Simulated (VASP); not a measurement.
Input of a VASP 6.6.1 run:

INCAR

```
  ALGO = Normal
  EDIFF = 1E-6
  ENCUT = 520
  GGA = PS
  ISIF = 2
  ISMEAR = 1
  LASPH = True
  LCHARG = False
  LREAL = False
  LWAVE = False
  NBANDS = 16
  NELM = 60
  PREC = Accurate
  SIGMA = 0.1
```

KPOINTS

```
k-points
0
Gamma
  11 11 11
```

The input POSCAR:

```
ZrH3
1.0
    3.1260380000      0.0312603800      0.0000000000
    0.0312603800      3.1260380000      0.0000000000
    0.0000000000      0.0000000000      3.1260380000
Zr H
1 3
Direct
    0.0000000000      0.0000000000      0.0000000000
    0.0000000000      0.5000000000      0.5000000000
    0.5000000000      0.0000000000      0.5000000000
    0.5000000000      0.5000000000      0.0000000000
```

Potentials or basis: VASP PAW PBE potentials, release 64 (Zr_sv, H).

Launch:

```sh
$ cat potpaw_PBE.64/Zr_sv/POTCAR potpaw_PBE.64/H/POTCAR > POTCAR
$ mpirun -np 1 vasp_std > vasp.out
```

Question: Predict the pressure.

Answer: -4.5 GPa.

Stress tensor (GPa, compression positive):
```
-4.46 -1.21  0.00
-1.21 -4.46  0.00
 0.00  0.00 -4.57
```

Caveat: the PAW data sets were made with another functional, which shifts forces and pressure a little.
